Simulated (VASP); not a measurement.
A run of VASP 6.6.1:

The input INCAR:

```
SYSTEM = TeH3
PREC = Accurate
ENCUT = 520
EDIFF = 1E-7
ISMEAR = 1
SIGMA = 0.15
LREAL = Auto
LASPH = .True.
NELM = 100
ALGO = Normal
ISIF = 2
LWAVE = .False.
LCHARG = .False.
GGA = PE
NBANDS = 32
```

Contents of KPOINTS:

```
Automatic mesh
0
Gamma
  2 2 2
  0 0 0
```

File POSCAR:

```
TeH3
1.0
    7.2118700000      0.0950860000      0.0081710000
    0.0950860000      7.1617700000     -0.1091890000
    0.0081710000     -0.1091890000      7.1641200000
Te H
4 12
Direct
    0.2531145186      0.2514058312      0.2507430853
    0.2469870040      0.7498851079      0.7546518029
    0.7470542671      0.7503687838      0.2490731362
    0.7500935652      0.2511014474      0.7484381196
    0.2003570040      0.5136783072      1.0032698927
    0.0052635302      0.7022103191      0.4779994799
    0.7914165604      0.5217950256      0.0176537540
    1.0068822910      0.2999433848      0.5117360238
    1.0055972990      0.1903851952      0.5116926061
    0.4902600122     -0.0215304334      0.7012322796
    0.0213501885      0.8064567233      0.4651171045
    0.4784752059     -0.0039706544      0.3057851945
    0.2946773118      0.5041061581      0.9796961859
    0.5153122568      1.0020571104      0.1855821786
    0.6997256160      0.5081462377      0.0008846197
    0.4945023833     -0.0034825950      0.7914873229
```

Potentials or basis: VASP PAW PBE potentials, release 64 (Te, H).

Run with:

```console
$ cat potpaw_PBE.64/Te/POTCAR potpaw_PBE.64/H/POTCAR > POTCAR
$ mpirun -np 1 vasp_std > vasp.out
```

Hardware: 1 thread of Intel(R) Xeon(R) Platinum 8259CL CPU @ 2.50GHz (Skylake/Cascade Lake) (shared host).

Estimate the wall time of this run.

Run time: 4.4 min on 1 thread of Intel(R) Xeon(R) Platinum 8259CL CPU @ 2.50GHz (Skylake/Cascade Lake), on a shared host, peak memory 0.39 GiB. Counts: scf iterations 26, k points 8.
